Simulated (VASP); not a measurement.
The system is GaN.

```xyz
2
Lattice="0.0000 2.1085 2.1085 2.1085 0.0000 2.1085 2.1085 2.1085 0.0000" Properties=species:S:1:pos:R:3 pbc="T T T"
Ga    0.0000    0.0000    0.0000
N     2.1085    2.1085    2.1085
```

Base run:

- Program: VASP 6.6.1
- Functional: r2SCAN
- Potentials or basis: VASP PAW PBE potentials, release 64 (Ga_d, N)
- Cutoff: 520 eV
- k mesh: 10 × 10 × 10
- Occupations: gaussian, width 0.01 eV
- Spin: no spin polarisation

Its results: band gap on the k mesh 1.18 eV, indirect (least direct gap 3.41 eV); pressure 1.3 GPa.

Q: The run is repeated on the same cell with these changes: functional from r2SCAN to PBE; k mesh from 10 × 10 × 10 to 6 × 6 × 6. What comes out?

A: Band gap on the k mesh 0.62 eV, indirect (least direct gap 2.83 eV); pressure 8.9 GPa.

Several settings changed at once, so the effect can't be laid on one alone.

Caveats: some runs use coarse meshes; the PAW data sets were made with another functional, which shifts forces and pressure a little (some runs).

A k mesh can miss the band edges.
